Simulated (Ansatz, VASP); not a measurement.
## Two plane-wave programs on As

```
As
1.0
     1.91841    1.10760    3.51406
    -1.91841    1.10760    3.51406
     0.00000   -2.21519    3.51406
As
2
Direct
  0.22600 0.22600 0.22600
  0.77400 0.77400 0.77400
```

Alike in both runs: task single point; functional PBEsol; k mesh 7 × 7 × 7; occupations fermi-dirac, width 0.05 eV; no spin polarisation.

```csv
,VASP,Ansatz
version,VASP 6.6.1,Ansatz 0.2.0
potentials or method,"VASP PAW PBE potentials, release 64 (As_d)",Ansatz PAW
plane-wave cutoff (eV),510,420
valence electrons in the cell,30,30
```

VASP gave:

| Quantity | Value |
| --- | --- |
| gap on the k mesh at the Fermi level (eV) | 0.09 |
| least direct gap on the mesh (eV) | 0.67 |
| pressure (GPa) | -2.9 |
| traceless stress, the component that is largest in VASP (GPa) | 0.59 |
| rms of the force components (eV/Å) | 0.083 |

Task: Estimate Ansatz's values.

Result: gap on the k mesh at the Fermi level (eV): 0.09; least direct gap on the mesh (eV): 0.67; pressure (GPa): -3.0; traceless stress, the component that is largest in VASP (GPa): 0.60; rms of the force components (eV/Å): 0.078.

VASP's potentials were made for PBE, not for PBEsol. Atom by atom the forces differ by 0.005 eV/Å (rms over components). The functional is the same, so the differences come from potentials, cutoffs and numerics.

Noted on Ansatz's run: odd divisions of the mesh miss points on the zone boundary, where band edges often lie, so the gap on the mesh can be too wide.
